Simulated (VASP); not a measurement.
The system is K2LiAsF6.

```xyz
10
Lattice="0.0000 4.1732 4.1732 4.1732 0.0000 4.1732 4.1732 4.1732 0.0000" Properties=species:S:1:pos:R:3 pbc="T T T"
K     6.2598    6.2598    6.2598
K     2.0866    2.0866    2.0866
Li    4.1732    4.1732    4.1732
As    0.0000    0.0000    0.0000
F     2.0731    4.1732    4.1732
F     4.1732    4.1732    2.0731
F     6.2733    4.1732    4.1732
F     4.1732    2.0731    4.1732
F     4.1732    6.2733    4.1732
F     4.1732    4.1732    6.2733
```

```yaml
Program: VASP 6.6.1
Task: relaxation of cell and atoms
Functional: LDA
Potentials_or_basis: VASP PAW LDA potentials, release 64 (K_sv, Li_sv, As, F)
Cutoff: 600 eV
k_mesh: 6 × 6 × 6
Occupations: gaussian, width 0.02 eV
Spin: no spin polarisation
```

At the start: pressure -6.4 GPa; volume 14.54 Å³/atom.

Problem. How do energy, volume and symmetry change on relaxing?

Solution. Over 8 steps the energy falls by 39.2 meV/atom and the volume is 12.69 Å³/atom (-12.7 %); space group Fm-3m (No. 225, to 0.05 Å).

The path:
| step | energy change (eV) | largest force (eV/Å) | pressure (GPa) | volume (Å³) |
| --- | --- | --- | --- | --- |
| 1 | 0.0000 | 0.2300 | -6.42 | 145.36 |
| 2 | -0.2684 | 0.6355 | -0.59 | 133.44 |
| 3 | -0.2684 | 0.6337 | -0.59 | 133.46 |
| 4 | -0.3602 | 0.3472 | -0.24 | 129.87 |
| 5 | -0.3913 | 0.0221 | 0.41 | 126.19 |
| 6 | -0.3915 | 0.0477 | 0.36 | 126.46 |
| 7 | -0.3919 | 0.0256 | -0.25 | 127.25 |
| 8 | -0.3921 | 0.0035 | -0.01 | 126.94 |

Final structure:
```cif
data_structure
_symmetry_space_group_name_H-M 'P 1'
_symmetry_Int_Tables_number 1
_cell_length_a 5.6411
_cell_length_b 5.6411
_cell_length_c 5.6411
_cell_angle_alpha 60.000
_cell_angle_beta 60.000
_cell_angle_gamma 60.000
_cell_volume 126.94
loop_
_atom_site_label
_atom_site_type_symbol
_atom_site_fract_x
_atom_site_fract_y
_atom_site_fract_z
_atom_site_occupancy
K1 K 0.75000 0.75000 0.75000 1
K2 K 0.25000 0.25000 0.25000 1
Li1 Li 0.50000 0.50000 0.50000 1
As1 As 0.00000 0.00000 0.00000 1
F1 F 0.74605 0.25395 0.25395 1
F2 F 0.25395 0.25395 0.74605 1
F3 F 0.25395 0.74605 0.74605 1
F4 F 0.25395 0.74605 0.25395 1
F5 F 0.74605 0.25395 0.74605 1
F6 F 0.74605 0.74605 0.25395 1
```

Caveat: the cutoff is under 1.25 times the usual one of these potentials, so pressure, stress and relaxed cells hold a basis-set (Pulay) error.
